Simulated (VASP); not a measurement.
# Rh in VASP: further runs

The runs below take Rh through single point, with PBEsol.

All numbers are computed with VASP 6.6.1; they aren't measurements. Logs are shortened: lines on timing, memory, paths and dates and some standing lists are left out, and cuts for length are marked.

### 1 The cell of the first run

It takes space group I4/mmm (No. 139, tetragonal). The conventional cell has a = 2.555 Å, b = 2.555 Å, c = 3.708 Å, α = 90.00°, β = 90.00°, γ = 90.00°. Within 3.4 Å of Rh (site symmetry 4/mmm) lie 12 Rh at 2.55 to 2.59 Å.

### 2 Single point, PBEsol (strain -0.050 along x and y, -0.025 along z)

Input file INCAR:

```
SYSTEM = Rh
PREC = Accurate
ENCUT = 520
EDIFF = 1E-7
ISMEAR = 0
SIGMA = 0.15
LREAL = .FALSE.
LASPH = .TRUE.
NELM = 100
ALGO = Fast
ISIF = 2
LWAVE = .FALSE.
LCHARG = .FALSE.
GGA = PS
NBANDS = 14
```

Input file KPOINTS:

```
Automatic mesh
0
G
  22 22 22
  0 0 0
```

Input file POSCAR:

```
Rh
1.0
    0.0000000000      1.8064725000      1.8540112500
    1.8064725000      0.0000000000      1.8540112500
    1.8064725000      1.8064725000      0.0000000000
Rh
1
Direct
    0.0000000000      0.0000000000      0.0000000000
```

Potentials or basis: VASP PAW PBE potentials, release 64 (Rh_pv).

Run with:

```sh
cat potpaw_PBE.64/Rh_pv/POTCAR > POTCAR
mpirun -np 1 vasp_std > vasp.out
```

OUTCAR:

```text
SYSTEM = Rh
   PREC = Accurate
   ENCUT = 520
   EDIFF = 1E-7
   ISMEAR = 0
   LREAL = .FALSE.
   LASPH = .TRUE.
   NELM = 100
   ISIF = 2
   GGA = PS

 ion  position               nearest neighbor table
   1  0.000  0.000  0.000-

  LATTYP: Found a body centered tetragonal cell.
 ALAT       =     2.5547379096
 C/A-ratio  =     1.4514297088

  Lattice vectors:

 A1 = (  -1.8064725000,   0.0000000000,   1.8540112500)
 A2 = (   1.8064725000,   0.0000000000,   1.8540112500)
 A3 = (   0.0000000000,   1.8064725000,  -1.8540112500)

Analysis of symmetry for initial positions (statically):
=====================================================================
 Subroutine PRICEL returns:
 Original cell was already a primitive cell.

 Routine SETGRP: Setting up the symmetry group for a
 body centered tetragonal supercell.

 Subroutine GETGRP returns: Found 16 space group operations
 (whereof 16 operations were pure point group operations)
 out of a pool of 16 trial point group operations.

The static configuration has the point symmetry D_4h.

Analysis of symmetry for dynamics (positions and initial velocities):
=====================================================================
 Subroutine PRICEL returns:
 Original cell was already a primitive cell.

 Routine SETGRP: Setting up the symmetry group for a
 body centered tetragonal supercell.

 Subroutine GETGRP returns: Found 16 space group operations
 (whereof 16 operations were pure point group operations)
 out of a pool of 16 trial point group operations.

The dynamic configuration has the point symmetry D_4h.

 Subroutine INISYM returns: Found 16 space group operations
 (whereof 16 operations are pure point group operations),
 and found     1 'primitive' translations

----------------------------------------------------------------------------------------

                                     Primitive cell

  volume of cell :      12.1005

  direct lattice vectors                    reciprocal lattice vectors
     0.000000000  1.806472500  1.854011250    -0.276782514  0.276782514  0.269685526
     1.806472500  0.000000000  1.854011250     0.276782514 -0.276782514  0.269685526
     1.806472500  1.806472500  0.000000000     0.276782514  0.276782514 -0.269685526

  length of vectors
     2.588571152  2.588571152  2.554737910     0.475339251  0.475339251  0.475339251

  position of ions in fractional coordinates (direct lattice)
     0.000000000  0.000000000  0.000000000

  ion indices of the primitive-cell ions
   primitive index   ion index
                 1           1

----------------------------------------------------------------------------------------

 KPOINTS: Automatic mesh

Automatic generation of k-mesh.
 Grid dimensions read from file:
 generate k-points for:   22   22   22

 Generating k-lattice:

  Cartesian coordinates                     Fractional coordinates (reciprocal lattice)
    -0.012581023  0.012581023  0.012258433     0.045454545 -0.000000000  0.000000000
     0.012581023 -0.012581023  0.012258433    -0.000000000  0.045454545  0.000000000
     0.012581023  0.012581023 -0.012258433     0.000000000  0.000000000  0.045454545

  Length of vectors
     0.021606330  0.021606330  0.021606330

  Shift w.r.t. Gamma in fractional coordinates (k-lattice)
     0.000000000  0.000000000  0.000000000

 Subroutine IBZKPT returns following result:
 ===========================================

 Found    834 irreducible k-points:

 Following reciprocal coordinates:
            Coordinates               Weight
  0.000000  0.000000  0.000000      1.000000
  0.045455  0.000000  0.000000      8.000000
  0.090909  0.000000  0.000000      8.000000
  0.136364  0.000000  0.000000      8.000000
  0.181818 -0.000000  0.000000      8.000000
  0.227273  0.000000  0.000000      8.000000
[... 16 lines left out ...]
  0.500000  0.045455  0.000000      8.000000
 -0.454545  0.045455  0.000000      8.000000
 [... further k-points ...]
   k-points           NKPTS =    834   k-points in BZ     NKDIM =    834   number of bands    NBANDS=     14
   number of dos      NEDOS =    301   number of ions     NIONS =      1
   total plane-waves  NPLWV =   8000
   dimension x,y,z NGX =    20 NGY =   20 NGZ =   20
   dimension x,y,z NGXF=    40 NGYF=   40 NGZF=   40
   ions per type =               1
   NGX,Y,Z   is equivalent  to a cutoff of  12.84, 12.84, 13.01 a.u.
   NGXF,Y,Z  is equivalent  to a cutoff of  25.69, 25.69, 26.03 a.u.
 SYSTEM =  Rh
   PREC   = accura    normal or accurate (medium, high low for compatibility)
   ISTART =      0    job   : 0-new  1-cont  2-samecut
   ICHARG =      2    charge: 1-file 2-atom 10-const
   ISPIN  =      1    spin polarized calculation?
   LNONCOLLINEAR =      F non collinear calculations
   LSORBIT =      F    spin-orbit coupling
   LASPH  =      T    aspherical Exc in radial PAW
   ENCUT  =  520.0 eV  38.22 Ry    6.18 a.u.   4.81  4.81  4.75*2*pi/ulx,y,z
   NELM   =    100;   NELMIN=  2; NELMDL= -5     # of ELM steps
   EDIFF  = 0.1E-06   stopping-criterion for ELM
   LREAL  =      F    real-space projection
   EDIFFG = 0.1E-05   stopping-criterion for IOM
   NSW    =      0    number of steps for IOM
   IBRION =     -1    ionic relax: 0-MD 1-quasi-New 2-CG
   NFREE  =      0    steps in history (QN), initial steepest desc. (CG)
   ISIF   =      2    stress and relaxation
   ISYM   =      2    0-nonsym 1-usesym 2-fastsym
   POTIM  = 0.5000    time-step for ionic-motion
   TEBEG  =    0.0;   TEEND  =   0.0 temperature during run
   PSTRESS=    0.0 pullay stress
   NELECT =      15.0000    total number of electrons
   NUPDOWN=      -1.0000    fix difference up-down
   EMIN   =  10.00;   EMAX   =-10.00  energy-range for DOS
   EFERMI =   0.00;   METHOD = LEGACY
   ISMEAR =     0;   SIGMA  =   0.15  broadening in eV -4-tet -1-fermi 0-gaus
   EFERMI_NEDOS =   21; number of points for ismear=-14 and -15
   IALGO  =     68    algorithm
   IMIX   =      4    mixing-type and parameters
     AMIX     =   0.40;   BMIX     =  1.00
     AMIX_MAG =   1.60;   BMIX_MAG =  1.00
  volume/ion in A,a.u.               =      12.10        81.66
  Fermi-wavevector in a.u.,A,eV,Ry     =   1.758613  3.323296 42.078996  3.092719
  Thomas-Fermi vector in A             =   2.827737
   LORBIT       =      0    0 simple, 1 ext, 2 COOP (PROOUT), +10 PAW based schemes
   GGA     = PS    functional components
   LHFCALC =     F    Hartree Fock is set to
   AEXX    =    0.0000 exact exchange contribution
   IVDW    =     0    specifies the selected vdW correction
   LEPSILON=     F    determine dielectric tensor
   LRPA    =     F    only Hartree local field effects (RPA)
 non-spin polarized calculation
 RMM-DIIS sequential band-by-band and
 Gauss-broadening in eV      SIGMA  =   0.15
  energy-cutoff  :      520.00
  volume of cell :       12.10
 maximum number of plane-waves:       342
   NGX =  9   NGY =  9   NGZ =  9

 number of electron      15.0000001 magnetization

 Free energy of the ion-electron system (eV)
  ---------------------------------------------------
  ext. energy  EPLUGINS =         0.00000000
  ---------------------------------------------------
  free energy    TOTEN  =        -7.97031851 eV

  energy without entropy =       -7.95809629  energy(sigma->0) =       -7.96420740

 E-fermi :  14.2629     XC(G=0): -15.0562

 val. band max:       14.2628238834   @ k =   0.4545   0.0909   0.3182
 cond. band min:      14.2669834791   @ k =  -0.2273   0.1364   0.3636
 fundamental gap:      0.0041595957
 Fermi energy:        14.2629081800

 k-point     1 :       0.0000    0.0000    0.0000
  band No.  band energies     occupation
      1     -32.3042      2.00000
      2     -32.2855      2.00000
      3     -32.2855      2.00000
      4       5.2388      2.00000
      5      10.2713      2.00000
      6      10.6107      2.00000
      7      10.6107      2.00000
      8      12.8565      2.00000
      9      13.2801      2.00000
     10      30.0194      0.00000
     11      34.2711      0.00000
     12      35.5830      0.00000
     13      36.5369      0.00000
     14      36.5369      0.00000

 k-point     2 :       0.0455    0.0000    0.0000
  band No.  band energies     occupation
      1     -32.3196      2.00000
      2     -32.2979      2.00000
      3     -32.2882      2.00000
      4       5.3342      2.00000
      5      10.2813      2.00000
      6      10.5927      2.00000
      7      10.6504      2.00000
      8      12.8354      2.00000
      9      13.2512      2.00000
     10      30.1750      0.00000
     11      34.2705      0.00000
     12      35.4444      0.00000
     13      36.3191      0.00000
     14      36.6898      0.00000

 k-point     3 :       0.0909    0.0000    0.0000
  band No.  band energies     occupation
      1     -32.3869      2.00000
      2     -32.3115      2.00000
      3     -32.2961      2.00000
      4       5.6109      2.00000
      5      10.2529      2.00000
      6      10.6026      2.00000
      7      10.7608      2.00000
      8      12.7864      2.00000
      9      13.1770      2.00000
     10      30.6142      0.00000
     11      34.2608      0.00000
     12      34.5487      0.00000
     13      36.5325      0.00000
     14      37.1392      0.00000
[... 324 lines left out ...]
 k-point    23 :       0.5000    0.0455    0.0000
  band No.  band energies     occupation
      1     -33.4194      2.00000
      2     -32.4861      2.00000
      3     -32.4231      2.00000
      4       7.0178      2.00000
      5      10.1507      2.00000
      6      10.6341      2.00000
      7      13.9253      1.99854
      8      14.9189      0.00000
      9      15.9402      0.00000
     10      24.3109      0.00000
     11      29.7094      0.00000
     12      34.2758      0.00000
     13      36.3009      0.00000
     14      36.7233      0.00000

 k-point    24 :      -0.4545    0.0455    0.0000
  band No.  band energies     occupation
      1     -33.4140      2.00000
      2     -32.4888      2.00000
      3     -32.4180      2.00000
      4       7.0264      2.00000
      5      10.1754      2.00000
      6      10.6305      2.00000
      7      13.8779      1.99972
      8      14.8022      0.00000
      9      15.9457      0.00000
     10      24.4306      0.00000
     11      29.7475      0.00000
     12      34.2754      0.00000
     13      36.1658      0.00000
     14      37.0015      0.00000

 [... further k-points ...]
[... 5 lines left out ...]
  --------------------------------------------------------------------------------------
  -------------------------------------------------------------------------------------
  Total        3.4788737      3.4788737      2.7694172      0.0000000     -0.0000000     -0.0000000
  in kB      460.6214635    460.6214635    366.6856416      0.0000000     -0.0000000     -0.0000000
  external PRESSURE =     429.3095229 kB  Pullay stress =       0.0000000 kB

 VOLUME and BASIS-vectors are now :
 -----------------------------------------------------------------------------
  energy-cutoff  :      520.00
  volume of cell :       12.10
      direct lattice vectors                 reciprocal lattice vectors
     0.000000000  1.806472500  1.854011250    -0.276782514  0.276782514  0.269685526
     1.806472500  0.000000000  1.854011250     0.276782514 -0.276782514  0.269685526
     1.806472500  1.806472500  0.000000000     0.276782514  0.276782514 -0.269685526

 POSITION                                       TOTAL-FORCE (eV/Angst)
 -----------------------------------------------------------------------------------
      0.00000      0.00000      0.00000         0.000000     -0.000000      0.000000
 -----------------------------------------------------------------------------------
    total drift:                               -0.000000     -0.000000     -0.000000

  FREE ENERGIE OF THE ION-ELECTRON SYSTEM (eV)
  ---------------------------------------------------
  free  energy   TOTEN  =        -7.9703185134 eV

  energy  without entropy=       -7.9580962872  energy(sigma->0) =       -7.96420740
```

Run time: 1.9 min. Hardware: 1 thread of AMD EPYC 7R13 (Zen 3), shared host; peak memory 0.2 GiB.

Results:

```
Free energy : -7.9703 eV
Pressure    : 42.9 GPa
```

Levels at points of the mesh, in eV from the Fermi level:
```tsv
k point	band 4	band 5	band 6	band 7	band 8	band 9	band 10	band 11
(0.00, 0.00, 0.00)	-9.02	-3.99	-3.65	-3.65	-1.41	-0.98	15.76	20.01
(0.50, 0.00, 0.00)	-7.32	-4.04	-3.70	0.54	0.65	0.82	10.03	15.30
(0.50, 0.50, 0.00)	-7.65	-7.22	0.74	1.23	1.23	2.99	13.46	14.33
(0.50, 0.00, 0.50)	-7.68	-7.25	0.69	1.10	1.41	3.60	13.64	14.04
```

Caveat: the cell differs from its parent crystal (strain -0.050 along x and y, -0.025 along z); the PAW data sets were made with another functional, which shifts forces and pressure a little.

### 3 Single point, PBEsol (strain -0.050 along x and y, -0.050 along z)

Input file INCAR:

```
SYSTEM = Rh
ALGO = Fast
EDIFF = 1E-6
ENCUT = 520
GGA = PS
ISIF = 2
ISMEAR = 0
LASPH = .True.
LCHARG = .False.
LREAL = .False.
LWAVE = .False.
NBANDS = 14
NELM = 60
PREC = Accurate
SIGMA = 0.15
```

Input file KPOINTS:

```
k-points
0
Gamma
  22 22 22
  0 0 0
```

Input file POSCAR:

```
Rh
1.0
    0.0000000000      1.8064725000      1.8064725000
    1.8064725000      0.0000000000      1.8064725000
    1.8064725000      1.8064725000      0.0000000000
Rh
1
Direct
    0.0000000000      0.0000000000      0.0000000000
```

Potentials or basis: VASP PAW PBE potentials, release 64 (Rh_pv).

Run with:

```sh
cat potpaw_PBE.64/Rh_pv/POTCAR > POTCAR
mpirun -np 1 vasp_std > vasp.out
```

Run time: 32 s. Hardware: 1 thread of AMD EPYC 9R45 (Zen 5), shared host; peak memory 0.13 GiB.

The run converged. Its results:

* Free energy: -7.8803 eV
* Pressure: 56.4 GPa

Levels at points of the mesh, in eV from the Fermi level:
| k point | band 5 | band 6 | band 7 | band 8 | band 9 | band 10 |
| --- | --- | --- | --- | --- | --- | --- |
| (0.00, 0.00, 0.00) | -3.93 | -3.93 | -3.93 | -1.24 | -1.24 | 15.68 |
| (0.50, 0.00, 0.00) | -4.04 | -4.04 | 0.53 | 0.77 | 0.77 | 10.34 |
| (0.50, 0.50, 0.00) | -7.53 | 0.74 | 1.31 | 1.31 | 3.45 | 14.15 |

Caveat: the cell differs from its parent crystal (strain -0.050 along x and y, -0.050 along z); the PAW data sets were made with another functional, which shifts forces and pressure a little.

### 4 Single point, PBEsol (strain +0.025 along x and y, +0.025 along z)

Input file INCAR:

```
PREC     = Accurate       # precision mode
ENCUT    = 520            # plane-wave cutoff, eV
EDIFF    = 1E-7           # SCF threshold, eV
ISMEAR   = 0              # smearing method
SIGMA    = 0.15           # smearing width, eV
LREAL    = False          # projectors in reciprocal space
LASPH    = True           # aspherical terms in the spheres
NELM     = 80             # most SCF steps
ALGO     = Normal         # electronic algorithm
ISIF     = 2              # what is computed and relaxed
LWAVE    = False          # write WAVECAR
LCHARG   = True           # write CHGCAR
GGA      = PS             # functional
LELF     = True           # ELF
LVHAR    = True         
NBANDS   = 14             # bands
```

Input file KPOINTS:

```
Automatic mesh
0
Gamma
  22 22 22
```

Input file POSCAR:

```
Rh
1.0
    0.0000000000      1.9490887500      1.9490887500
    1.9490887500      0.0000000000      1.9490887500
    1.9490887500      1.9490887500      0.0000000000
Rh
1
Direct
    0.0000000000      0.0000000000      0.0000000000
```

Run with:

```sh
cat potpaw_PBE.64/Rh_pv/POTCAR > POTCAR
mpirun -np 1 vasp_std > vasp.out
```

Wall time 42 s (1 thread of AMD EPYC 9R45 (Zen 5), shared host); peak memory 0.16 GiB.

Results (log left out):

```
Free energy : -8.0499 eV
Pressure    : -21.5 GPa
```

Levels at points of the mesh, in eV from the Fermi level:
| k point | band 3 | band 4 | band 5 | band 6 | band 7 | band 8 | band 9 | band 10 | band 11 | band 12 |
| --- | --- | --- | --- | --- | --- | --- | --- | --- | --- | --- |
| (0.00, 0.00, 0.00) | -46.20 | -7.50 | -2.75 | -2.75 | -2.75 | -0.88 | -0.88 | 15.97 | 20.58 | 21.00 |
| (0.50, 0.00, 0.00) | -46.28 | -5.56 | -2.81 | -2.81 | 0.51 | 0.51 | 0.75 | 7.86 | 15.44 | 20.52 |
| (0.50, 0.50, 0.00) | -46.41 | -5.67 | -5.33 | 0.49 | 0.87 | 0.87 | 3.11 | 11.32 | 12.80 | 12.80 |

Caveat: the cell differs from its parent crystal (strain +0.025 along x and y, +0.025 along z); the PAW data sets were made with another functional, which shifts forces and pressure a little.

### 5 Overview

```tsv
cell	gap on the mesh (eV)	pressure (GPa)
a = 2.589, b = 2.589, c = 2.555 Å, angles 60.4, 60.4, 59.1°, 1 atom	none	42.9
a = 2.555 Å, angles 60.0°, 1 atom	none	56.4
a = 2.756 Å, angles 60.0°, 1 atom	none	-21.5
```

Alike in all rows: task single point; level PBEsol; potentials or basis VASP PAW PBE potentials, release 64 (Rh_pv); no spin polarisation; k mesh 22 × 22 × 22; cutoff (eV) 520; smearing gaussian 0.15 eV.

Caveats: the PAW data sets were made with another functional, which shifts forces and pressure a little.

Absolute energies hang on the potentials; compare differences alone.
